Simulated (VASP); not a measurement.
# CuO in VASP: notebook, part 3 of 3

VASP 6.6.1.

### Step 5. Single point, PBE

This run uses another cell than the first one, of 9.56 Å³/atom.

Input file INCAR:

```
PREC = Accurate
ENCUT = 520
EDIFF = 1E-6
ISMEAR = 0
SIGMA = 0.1
LREAL = F
LASPH = T
NELM = 80
ALGO = Normal
ISIF = 2
LWAVE = F
LCHARG = F
GGA = PE
NBANDS = 16
```

Input file KPOINTS:

```
Automatic mesh
0
Gamma
  22 22 22
```

Input file POSCAR:

```
CuO
1.0
    0.0000000000      2.1220470066      2.1220470066
    2.1220470066      0.0000000000      2.1220470066
    2.1220470066      2.1220470066      0.0000000000
Cu O
1 1
Direct
    0.5000000000      0.5000000000      0.5000000000
    0.0000000000      0.0000000000      0.0000000000
```

Potentials or basis: VASP PAW PBE potentials, release 64 (Cu, O).

On the command line:

```sh
$ cat potpaw_PBE.64/Cu/POTCAR potpaw_PBE.64/O/POTCAR > POTCAR
$ mpirun -np 1 vasp_std > vasp.out
```

OUTCAR:

```text
PREC = Accurate
   ENCUT = 520
   EDIFF = 1E-6
   ISMEAR = 0
   LREAL = F
   LASPH = T
   NELM = 80
   ISIF = 2
   GGA = PE

 ion  position               nearest neighbor table
   1  0.500  0.500  0.500-   2 2.12   2 2.12   2 2.12   2 2.12   2 2.12   2 2.12
   2  0.000  0.000  0.000-   1 2.12   1 2.12   1 2.12   1 2.12   1 2.12   1 2.12

  LATTYP: Found a face centered cubic cell.
 ALAT       =     4.2440940132

  Lattice vectors:

 A1 = (   0.0000000000,   2.1220470066,   2.1220470066)
 A2 = (   2.1220470066,   0.0000000000,   2.1220470066)
 A3 = (   2.1220470066,   2.1220470066,   0.0000000000)

Analysis of symmetry for initial positions (statically):
=====================================================================
 Subroutine PRICEL returns:
 Original cell was already a primitive cell.

 Routine SETGRP: Setting up the symmetry group for a
 face centered cubic supercell.

 Subroutine GETGRP returns: Found 48 space group operations
 (whereof 48 operations were pure point group operations)
 out of a pool of 48 trial point group operations.

The static configuration has the point symmetry O_h .

Analysis of symmetry for dynamics (positions and initial velocities):
=====================================================================
 Subroutine PRICEL returns:
 Original cell was already a primitive cell.

 Routine SETGRP: Setting up the symmetry group for a
 face centered cubic supercell.

 Subroutine GETGRP returns: Found 48 space group operations
 (whereof 48 operations were pure point group operations)
 out of a pool of 48 trial point group operations.

The dynamic configuration has the point symmetry O_h .

 Subroutine INISYM returns: Found 48 space group operations
 (whereof 48 operations are pure point group operations),
 and found     1 'primitive' translations

----------------------------------------------------------------------------------------

                                     Primitive cell

  volume of cell :      19.1115

  direct lattice vectors                    reciprocal lattice vectors
     0.000000000  2.122047007  2.122047007    -0.235621548  0.235621548  0.235621548
     2.122047007  0.000000000  2.122047007     0.235621548 -0.235621548  0.235621548
     2.122047007  2.122047007  0.000000000     0.235621548  0.235621548 -0.235621548

  length of vectors
     3.001027657  3.001027657  3.001027657     0.408108492  0.408108492  0.408108492

  position of ions in fractional coordinates (direct lattice)
     0.500000000  0.500000000  0.500000000
     0.000000000  0.000000000  0.000000000

  ion indices of the primitive-cell ions
   primitive index   ion index
                 1           1
                 2           2

----------------------------------------------------------------------------------------

 KPOINTS: Automatic mesh

Automatic generation of k-mesh.
 Grid dimensions read from file:
 generate k-points for:   22   22   22

 Generating k-lattice:

  Cartesian coordinates                     Fractional coordinates (reciprocal lattice)
    -0.010710070  0.010710070  0.010710070     0.045454545  0.000000000  0.000000000
     0.010710070 -0.010710070  0.010710070     0.000000000  0.045454545  0.000000000
     0.010710070  0.010710070 -0.010710070     0.000000000  0.000000000  0.045454545

  Length of vectors
     0.018550386  0.018550386  0.018550386

  Shift w.r.t. Gamma in fractional coordinates (k-lattice)
     0.000000000  0.000000000  0.000000000

 Subroutine IBZKPT returns following result:
 ===========================================

 Found    328 irreducible k-points:

 Following reciprocal coordinates:
            Coordinates               Weight
  0.000000  0.000000  0.000000      1.000000
  0.045455  0.000000  0.000000      8.000000
  0.090909  0.000000  0.000000      8.000000
  0.136364  0.000000  0.000000      8.000000
  0.181818  0.000000  0.000000      8.000000
  0.227273  0.000000  0.000000      8.000000
[... 16 lines left out ...]
  0.500000  0.045455  0.000000     24.000000
 -0.454545  0.045455  0.000000     24.000000
 [... further k-points ...]
   k-points           NKPTS =    328   k-points in BZ     NKDIM =    328   number of bands    NBANDS=     16
   number of dos      NEDOS =    301   number of ions     NIONS =      2
   total plane-waves  NPLWV =  13824
   dimension x,y,z NGX =    24 NGY =   24 NGZ =   24
   dimension x,y,z NGXF=    48 NGYF=   48 NGZF=   48
   ions per type =               1   1
   NGX,Y,Z   is equivalent  to a cutoff of  13.30, 13.30, 13.30 a.u.
   NGXF,Y,Z  is equivalent  to a cutoff of  26.59, 26.59, 26.59 a.u.
 SYSTEM =  unknown system
   PREC   = accura    normal or accurate (medium, high low for compatibility)
   ISTART =      0    job   : 0-new  1-cont  2-samecut
   ICHARG =      2    charge: 1-file 2-atom 10-const
   ISPIN  =      1    spin polarized calculation?
   LNONCOLLINEAR =      F non collinear calculations
   LSORBIT =      F    spin-orbit coupling
   LASPH  =      T    aspherical Exc in radial PAW
   ENCUT  =  520.0 eV  38.22 Ry    6.18 a.u.   5.58  5.58  5.58*2*pi/ulx,y,z
   NELM   =     80;   NELMIN=  2; NELMDL= -5     # of ELM steps
   EDIFF  = 0.1E-05   stopping-criterion for ELM
   LREAL  =      F    real-space projection
   EDIFFG = 0.1E-04   stopping-criterion for IOM
   NSW    =      0    number of steps for IOM
   IBRION =     -1    ionic relax: 0-MD 1-quasi-New 2-CG
   NFREE  =      0    steps in history (QN), initial steepest desc. (CG)
   ISIF   =      2    stress and relaxation
   ISYM   =      2    0-nonsym 1-usesym 2-fastsym
   POTIM  = 0.5000    time-step for ionic-motion
   TEBEG  =    0.0;   TEEND  =   0.0 temperature during run
   PSTRESS=    0.0 pullay stress
   NELECT =      17.0000    total number of electrons
   NUPDOWN=      -1.0000    fix difference up-down
   EMIN   =  10.00;   EMAX   =-10.00  energy-range for DOS
   EFERMI =   0.00;   METHOD = LEGACY
   ISMEAR =     0;   SIGMA  =   0.10  broadening in eV -4-tet -1-fermi 0-gaus
   EFERMI_NEDOS =   21; number of points for ismear=-14 and -15
   IALGO  =     38    algorithm
   IMIX   =      4    mixing-type and parameters
     AMIX     =   0.40;   BMIX     =  1.00
     AMIX_MAG =   1.60;   BMIX_MAG =  1.00
  volume/ion in A,a.u.               =       9.56        64.49
  Fermi-wavevector in a.u.,A,eV,Ry     =   1.574440  2.975260 33.726960  2.478862
  Thomas-Fermi vector in A             =   2.675574
   LORBIT       =      0    0 simple, 1 ext, 2 COOP (PROOUT), +10 PAW based schemes
   GGA     = PE    functional components
   LHFCALC =     F    Hartree Fock is set to
   AEXX    =    0.0000 exact exchange contribution
   IVDW    =     0    specifies the selected vdW correction
   LEPSILON=     F    determine dielectric tensor
   LRPA    =     F    only Hartree local field effects (RPA)
 non-spin polarized calculation
 Gauss-broadening in eV      SIGMA  =   0.10
  energy-cutoff  :      520.00
  volume of cell :       19.11
 maximum number of plane-waves:       533
   NGX = 11   NGY = 11   NGZ = 11

 number of electron      17.0000011 magnetization

 Free energy of the ion-electron system (eV)
  ---------------------------------------------------
  ext. energy  EPLUGINS =         0.00000000
  ---------------------------------------------------
  free energy    TOTEN  =        -9.53791302 eV

  energy without entropy =       -9.53120784  energy(sigma->0) =       -9.53456043

 E-fermi :   6.1030     XC(G=0): -12.3786

 val. band max:        6.0967516061   @ k =  -0.4545   0.2273   0.0000
 cond. band min:       6.1112332723   @ k =  -0.2273   0.3636   0.1364
 fundamental gap:      0.0144816662
 Fermi energy:         6.1029787017

 k-point     1 :       0.0000    0.0000    0.0000
  band No.  band energies     occupation
      1     -13.3838      2.00000
      2       3.6686      2.00000
      3       3.6686      2.00000
      4       3.6686      2.00000
      5       3.7722      2.00000
      6       3.7723      2.00000
[... 8 lines left out ...]
     15      27.2360      0.00000
     16      27.2360      0.00000

 k-point     2 :       0.0455    0.0000    0.0000
  band No.  band energies     occupation
      1     -13.3619      2.00000
      2       3.3767      2.00000
      3       3.4305      2.00000
      4       3.4305      2.00000
      5       3.7115      2.00000
      6       3.7115      2.00000
[... 8 lines left out ...]
     15      27.1066      0.00000
     16      27.1066      0.00000
[... 387 lines left out ...]
      5       4.2648      2.00000
      6       4.2823      2.00000
[... 8 lines left out ...]
     15      30.5897      0.00000
     16      31.3327      0.00000

 k-point    24 :      -0.4545    0.0455    0.0000
  band No.  band energies     occupation
      1     -12.1269      2.00000
      2      -1.2396      2.00000
      3       1.2360      2.00000
      4       1.2372      2.00000
      5       4.2660      2.00000
      6       4.2734      2.00000
[... 8 lines left out ...]
     15      30.8030      0.00000
     16      30.8577      0.00000

 [... further k-points ...]
[... 5 lines left out ...]
  --------------------------------------------------------------------------------------
  -------------------------------------------------------------------------------------
  Total        0.0288423      0.0288423      0.0288423     -0.0000000      0.0000000      0.0000000
  in kB        2.4179356      2.4179356      2.4179356     -0.0000000      0.0000000      0.0000000
  external PRESSURE =       2.4179356 kB  Pullay stress =       0.0000000 kB

 VOLUME and BASIS-vectors are now :
 -----------------------------------------------------------------------------
  energy-cutoff  :      520.00
  volume of cell :       19.11
      direct lattice vectors                 reciprocal lattice vectors
     0.000000000  2.122047007  2.122047007    -0.235621548  0.235621548  0.235621548
     2.122047007  0.000000000  2.122047007     0.235621548 -0.235621548  0.235621548
     2.122047007  2.122047007  0.000000000     0.235621548  0.235621548 -0.235621548

 POSITION                                       TOTAL-FORCE (eV/Angst)
 -----------------------------------------------------------------------------------
      2.12205      2.12205      2.12205         0.000000      0.000000     -0.000000
      0.00000      0.00000      0.00000        -0.000000     -0.000000      0.000000
 -----------------------------------------------------------------------------------
    total drift:                                0.000000     -0.000000      0.000000

  FREE ENERGIE OF THE ION-ELECTRON SYSTEM (eV)
  ---------------------------------------------------
  free  energy   TOTEN  =        -9.5379130194 eV

  energy  without entropy=       -9.5312078387  energy(sigma->0) =       -9.53456043
```

stdout:

```text
POSCAR found type information on POSCAR CuO
 POSCAR found :  2 types and       2 ions
 scaLAPACK will be used
 LDA part: xc-table for (Slater+PW92), standard interpolation
 POSCAR, INCAR and KPOINTS ok, starting setup
 FFT: planning ... GRIDC
 FFT: planning ... GRID_SOFT
 FFT: planning ... GRID
 WAVECAR not read
 entering main loop
```

Wall time 32 s (1 thread of Intel Xeon 6975P-C (Granite Rapids), shared host); peak memory 0.21 GiB.

Results:

* Free energy: -9.5379 eV
* Pressure: 0.2 GPa
* Band gap on the k mesh: zero (an odd number of electrons rules out a gap without spin polarisation)

Levels at points of the mesh, in eV from the Fermi level:
| k point | band 6 | band 7 | band 8 | band 9 | band 10 | band 11 | band 12 | band 13 |
| --- | --- | --- | --- | --- | --- | --- | --- | --- |
| (0.00, 0.00, 0.00) | -2.33 | -2.33 | -2.18 | -2.18 | 1.40 | 18.17 | 18.64 | 18.64 |
| (0.50, 0.00, 0.00) | -1.82 | -1.40 | 0.73 | 0.73 | 5.74 | 9.55 | 13.74 | 13.74 |
| (0.50, 0.50, 0.00) | -1.89 | -1.64 | -1.64 | -1.47 | 5.62 | 10.57 | 12.07 | 16.12 |

Caveat: an odd number of electrons without spin polarisation forces a metal; a magnetic or distorted state may lie lower; semilocal functionals often make such compounds metallic where correlation or magnetic order opens a gap, which also shifts bond lengths.

### Step 6. Overview

```csv
spin,cell,k mesh,gap on the mesh (eV),pressure (GPa),moment (μB)
collinear,"a = 2.944 Å, angles 59.6°, 2 atoms",9 × 9 × 9,none,14.0,0.00
collinear,"a = 3.001 Å, angles 60.0°, 2 atoms",9 × 9 × 9,none,0.3,0.00
off,"a = 3.001 Å, angles 60.0°, 2 atoms",22 × 22 × 22,none,0.2,-
```

Alike in all rows: task single point; level PBE; potentials or basis VASP PAW PBE potentials, release 64 (Cu, O); cutoff (eV) 520; smearing gaussian 0.1 eV.

Caveats: semilocal functionals often make such compounds metallic where correlation or magnetic order opens a gap, which also shifts bond lengths; the cell stands under pressure (at least some runs); an odd number of electrons without spin polarisation forces a metal (at least some runs); a magnetic or distorted state may lie lower (at least some runs).

Total energies depend on the potentials used, so only differences within one code and one set of settings carry meaning.

The gap in the log of VASP goes by the Fermi energy; the results here count the filled bands.